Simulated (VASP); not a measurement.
Here is a VASP 6.6.1 calculation.

Contents of INCAR:

```
PREC = Accurate
ENCUT = 520
EDIFF = 1E-7
ISMEAR = -1
SIGMA = 0.02
LREAL = False
LASPH = True
NELM = 60
ALGO = Normal
ISIF = 2
LWAVE = False
LCHARG = True
GGA = PE
LELF = True
LVHAR = True
NBANDS = 21
```

KPOINTS

```
Automatic mesh
0
Gamma
  4 4 4
```

File POSCAR:

```
Ge
1.0
   -2.5744897190      2.5744897190      1.3974126432
    2.5744897190     -2.5744897190      1.3974126432
    2.5744897190      2.5744897190     -1.3974126432
Ge
2
Direct
    0.5000000000      0.5000000000      0.0000000000
    0.2500000000      0.7500000000      0.5000000000
```

Potentials or basis: VASP PAW PBE potentials, release 64 (Ge_d).

Command:

```bash
$ cat potpaw_PBE.64/Ge_d/POTCAR > POTCAR
$ mpirun -np 1 vasp_std > vasp.out
```

(1) Predict the pressure.

(2) Estimate the band gap on the k mesh.

## Answers

(1) 3.0 GPa.

(2) zero (band 14 reaches 7.40 eV, above the bottom of band 15 at 5.14 eV).

Caveat: the k points lie up to 0.64 Å⁻¹ apart.
